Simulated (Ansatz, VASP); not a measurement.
## One calculation of CaOs3, two programs

The input INCAR:

```
SYSTEM = CaOs3
  PREC = Accurate
  ENCUT = 600
  EDIFF = 1E-6
  ISMEAR = 0
  SIGMA = 0.1
  LREAL = .False.
  LASPH = .True.
  NELM = 60
  ALGO = Fast
  ISIF = 3
  LWAVE = .False.
  LCHARG = .False.
  GGA = PE
  IBRION = 2
  NSW = 100
  EDIFFG = -0.01
```

File KPOINTS:

```
regular mesh
0
Gamma
  12 12 12
  0 0 0
```

Contents of POSCAR:

```
CaOs3
1.0
    4.0236109256      0.0000000000      0.0000000000
    0.0000000000      4.0236109256      0.0000000000
    0.0000000000      0.0000000000      4.0236109256
Ca Os
1 3
Direct
    0.0000000000      0.0000000000      0.0000000000
    0.0000000000      0.5000000000      0.5000000000
    0.5000000000      0.0000000000      0.5000000000
    0.5000000000      0.5000000000      0.0000000000
```

Input for Ansatz:

```yaml
crystal:
  lattice:
    - [4.0236109256, 0.0, 0.0]
    - [0.0, 4.0236109256, 0.0]
    - [0.0, 0.0, 4.0236109256]
  atoms:
    - { symbol: Ca, position: [0.0, 0.0, 0.0] }
    - { symbol: Os, position: [0.0, 0.5, 0.5] }
    - { symbol: Os, position: [0.5, 0.0, 0.5] }
    - { symbol: Os, position: [0.5, 0.5, 0.0] }
basis:
  ecutwfc: 420
kpoints:
  mp_grid: { grid: [12, 12, 12] }
hamiltonian:
  xc: pbe
scf:
  occupations: { method: gaussian, width: 0.1 }
output:
  forces: true
  stress: true
  eigenvalues: true
  write_density: true
  write_potential: true
  elf: true
  volumetric_format: npy
relax:
  adjacent_minimum: "off"
  f_tol: 0.01
  max_steps: 80
  cell: { stress_tol: 0.05 }
```

Alike in both runs: task relaxation of cell and atoms; functional PBE; k mesh 12 × 12 × 12; occupations gaussian, width 0.1 eV; no spin polarisation.

|  | VASP | Ansatz |
| --- | --- | --- |
| version | VASP 6.6.1 | Ansatz 0.2.0 |
| potentials or method | VASP PAW PBE potentials, release 64 (Ca_sv, Os), cutoff 600 eV | scalar-relativistic, plane waves, PAW |
| valence electrons in the cell | 34 | 58 |

Ansatz gave:

- gap on the k mesh at the Fermi level, each at its own relaxed structure (eV): none
- relaxed volume (Å³/atom): 16.29
- relaxed length of the cell vector where the two differ most in proportion (Å): 4.024

What did VASP give for the same quantities?

gap on the k mesh at the Fermi level, each at its own relaxed structure (eV): none; relaxed volume (Å³/atom): 16.30; relaxed length of the cell vector where the two differ most in proportion (Å): 4.025.

A gap of «none» marks a metal or a gap that the smearing closes. VASP's potentials hold 34 valence electrons a cell and Ansatz's 58, so a difference there can come from the potentials and not from the codes.

Neither program's run includes spin-orbit coupling.
